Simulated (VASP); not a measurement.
# BaTiO3 (Pm-3m) in VASP: further runs, part 2 of 2

VASP 6.6.1. The steps go on from the part before.

## (5) Single point, r2SCAN (volume changed by +3%)

POSCAR

```
BaTiO3
1.0
    4.0336440314      0.0000000000      0.0000000000
    0.0000000000      4.0336440314      0.0000000000
    0.0000000000      0.0000000000      4.0336440314
Ba Ti O
1 1 3
Direct
    0.5000000000      0.5000000000      0.5000000000
    0.0000000000      0.0000000000      0.0000000000
    0.5000000000      0.0000000000      0.0000000000
    0.0000000000      0.5000000000      0.0000000000
    0.0000000000      0.0000000000      0.5000000000
```

INCAR.step1

```
SYSTEM = BaTiO3
PREC = Accurate
ENCUT = 520
ISMEAR = 0
SIGMA = 0.01
LREAL = .False.
LASPH = .True.
NELM = 80
NBANDS = 28
GGA = PE
ALGO = Normal
EDIFF = 1E-4
LWAVE = .True.
LCHARG = .False.
```

INCAR.step2

```
SYSTEM = BaTiO3
PREC = Accurate
ENCUT = 520
EDIFF = 1E-6
ISMEAR = 0
SIGMA = 0.01
LREAL = .False.
LASPH = .True.
NELM = 80
ALGO = Normal
ISIF = 2
LWAVE = .False.
LCHARG = .True.
METAGGA = R2SCAN
LMIXTAU = .True.
LELF = .True.
LVHAR = .True.
NBANDS = 28
ISTART = 1
```

KPOINTS

```
regular mesh
0
Gamma
  6 6 6
  0 0 0
```

Potentials or basis: VASP PAW PBE potentials, release 64 (Ba_sv, Ti_sv, O).

Run with:

```bash
$ cat potpaw_PBE.64/Ba_sv/POTCAR potpaw_PBE.64/Ti_sv/POTCAR potpaw_PBE.64/O/POTCAR > POTCAR
$ cp INCAR.step1 INCAR
$ mpirun -np 1 vasp_std > vasp.out
$ cp INCAR.step2 INCAR
$ mpirun -np 1 vasp_std > vasp.out
```

OUTCAR:

```text
SYSTEM = BaTiO3
   PREC = Accurate
   ENCUT = 520
   EDIFF = 1E-6
   ISMEAR = 0
   LREAL = .False.
   LASPH = .True.
   NELM = 80
   ISIF = 2
   METAGGA = R2SCAN
   ISTART = 1

 ion  position               nearest neighbor table
   1  0.500  0.500  0.500-   3 2.85   4 2.85   5 2.85   3 2.85   4 2.85   3 2.85   5 2.85   3 2.85
                             4 2.85   5 2.85   4 2.85   5 2.85   2 3.49   2 3.49   2 3.49   2 3.49
   2  0.000  0.000  0.000-   3 2.02   4 2.02   5 2.02   5 2.02   4 2.02   3 2.02   1 3.49   1 3.49
                             1 3.49   1 3.49   1 3.49   1 3.49   1 3.49   1 3.49
   3  0.500  0.000  0.000-   2 2.02   2 2.02   1 2.85   1 2.85   1 2.85   1 2.85
   4  0.000  0.500  0.000-   2 2.02   2 2.02   1 2.85   1 2.85   1 2.85   1 2.85
   5  0.000  0.000  0.500-   2 2.02   2 2.02   1 2.85   1 2.85   1 2.85   1 2.85

  LATTYP: Found a simple cubic cell.
 ALAT       =     4.0336440314

  Lattice vectors:

 A1 = (   4.0336440314,   0.0000000000,   0.0000000000)
 A2 = (   0.0000000000,   4.0336440314,   0.0000000000)
 A3 = (   0.0000000000,   0.0000000000,   4.0336440314)

Analysis of symmetry for initial positions (statically):
[... 178 lines left out ...]
 cond. band min:       5.4328685540   @ k =   0.0000   0.0000   0.0000
 fundamental gap:      2.0782386552
 Fermi energy:         3.5552120062

 k-point     1 :       0.0000    0.0000    0.0000
  band No.  band energies     occupation
      1     -55.6369      2.00000
      2     -30.7813      2.00000
      3     -30.7813      2.00000
      4     -30.7813      2.00000
      5     -22.1726      2.00000
      6     -14.4550      2.00000
[... 609 lines left out ...]
     27      11.1868      0.00000
     28      11.1868      0.00000

------------------------ aborting loop because EDIFF is reached ----------------------------------------

  FORCE on cell =-STRESS in cart. coord.  units (eV):
  Direction    XX          YY          ZZ          XY          YZ          ZX
  --------------------------------------------------------------------------------------
  -------------------------------------------------------------------------------------
  Total       -1.3257124     -1.3257124     -1.3257124     -0.0000000      0.0000000     -0.0000000
  in kB      -32.3643738    -32.3643738    -32.3643738     -0.0000000      0.0000000     -0.0000000
  external PRESSURE =     -32.3643738 kB  Pullay stress =       0.0000000 kB

 VOLUME and BASIS-vectors are now :
 -----------------------------------------------------------------------------
  energy-cutoff  :      520.00
  volume of cell :       65.63
      direct lattice vectors                 reciprocal lattice vectors
     4.033644031  0.000000000  0.000000000     0.247914787  0.000000000  0.000000000
     0.000000000  4.033644031  0.000000000     0.000000000  0.247914787  0.000000000
     0.000000000  0.000000000  4.033644031     0.000000000  0.000000000  0.247914787

 POSITION                                       TOTAL-FORCE (eV/Angst)
 -----------------------------------------------------------------------------------
      2.01682      2.01682      2.01682         0.000000      0.000000      0.000000
      0.00000      0.00000      0.00000         0.000000      0.000000      0.000000
      2.01682      0.00000      0.00000         0.000000      0.000000      0.000000
      0.00000      2.01682      0.00000         0.000000      0.000000      0.000000
      0.00000      0.00000      2.01682         0.000000      0.000000      0.000000
 -----------------------------------------------------------------------------------
    total drift:                               -0.000000     -0.000000      0.000000

  FREE ENERGIE OF THE ION-ELECTRON SYSTEM (eV)
  ---------------------------------------------------
  free  energy   TOTEN  =       -74.2240575546 eV

  energy  without entropy=      -74.2240575546  energy(sigma->0) =      -74.22405755
```

Wall time 2.6 min (1 thread of AMD EPYC 7R43 (Zen 3), shared host); peak memory 0.16 GiB.

Results:

- Free energy: -74.2241 eV
- Pressure: -3.2 GPa
- Band gap on the k mesh: 2.08 eV, indirect (least direct gap 2.26 eV)

Caveat: the PAW data sets were made with another functional, which shifts forces and pressure a little; spin-orbit coupling is left out, which moves the levels of the heavy elements.

## (6) Single point, r2SCAN (volume changed by +6%)

POSCAR, as its differences from that of step 5:

```diff
@@ -2,5 +2,5 @@
 1.0
-    4.0336440314      0.0000000000      0.0000000000
-    0.0000000000      4.0336440314      0.0000000000
-    0.0000000000      0.0000000000      4.0336440314
+    4.0724314496      0.0000000000      0.0000000000
+    0.0000000000      4.0724314496      0.0000000000
+    0.0000000000      0.0000000000      4.0724314496
 Ba Ti O
```

INCAR.step1 is that of step 5.

INCAR.step2

```
SYSTEM = BaTiO3
PREC = Accurate
ENCUT = 520
EDIFF = 1E-7
ISMEAR = 0
SIGMA = 0.01
LREAL = .False.
LASPH = .True.
NELM = 80
ALGO = Normal
ISIF = 2
LWAVE = .False.
LCHARG = .False.
METAGGA = R2SCAN
LMIXTAU = .True.
NBANDS = 28
ISTART = 1
```

KPOINTS is that of step 5.

Potentials or basis: VASP PAW PBE potentials, release 64 (Ba_sv, Ti_sv, O).

Run with:

```bash
$ cat potpaw_PBE.64/Ba_sv/POTCAR potpaw_PBE.64/Ti_sv/POTCAR potpaw_PBE.64/O/POTCAR > POTCAR
$ cp INCAR.step1 INCAR
$ mpirun -np 1 vasp_std > vasp.out
$ cp INCAR.step2 INCAR
$ mpirun -np 1 vasp_std > vasp.out
```

It took 3 min on 1 thread of AMD EPYC 7R43 (Zen 3), shared host; peak memory 0.16 GiB.

It converged, with:

| Quantity | Value |
| --- | --- |
| Free energy | -74.1609 eV |
| Pressure | -7.6 GPa |
| Band gap on the k mesh | 2.01 eV, indirect (least direct gap 2.21 eV) |

Levels at points of the mesh, in eV from the valence-band top:
```
           k point  band 17  band 18  band 19  band 20  band 21  band 22  band 23  band 24
(0.00, 0.00, 0.00)    -1.04    -0.20    -0.20    -0.20     2.01     2.01     2.01     3.80
(0.50, 0.00, 0.00)    -1.76    -1.76    -0.74    -0.74     2.14     3.57     3.57     3.81
(0.50, 0.50, 0.00)    -1.80    -0.91    -0.91    -0.08     3.58     3.58     4.00     4.65
(0.50, 0.50, 0.50)    -2.43     0.00     0.00     0.00     4.20     4.20     4.20     7.17
```

Caveat: the PAW data sets were made with another functional, which shifts forces and pressure a little; spin-orbit coupling is left out, which moves the levels of the heavy elements.

## (7) The runs side by side

```csv
cell,gap on the mesh (eV),pressure (GPa)
"a = 3.913 Å, 5 atoms",2.29,15.3
"a = 3.954 Å, 5 atoms",2.22,8.1
"a = 3.994 Å, 5 atoms",2.15,2.0
"a = 4.034 Å, 5 atoms",2.08,-3.2
"a = 4.072 Å, 5 atoms",2.01,-7.6
```

Alike in all rows: task single point; level r2SCAN; potentials or basis VASP PAW PBE potentials, release 64 (Ba_sv, Ti_sv, O); no spin polarisation; k mesh 6 × 6 × 6; cutoff (eV) 520; smearing gaussian 0.01 eV.

Caveats: the PAW data sets were made with another functional, which shifts forces and pressure a little; spin-orbit coupling is left out, which moves the levels of the heavy elements.

Total energies depend on the potentials used, so only differences within one code and one set of settings carry meaning.
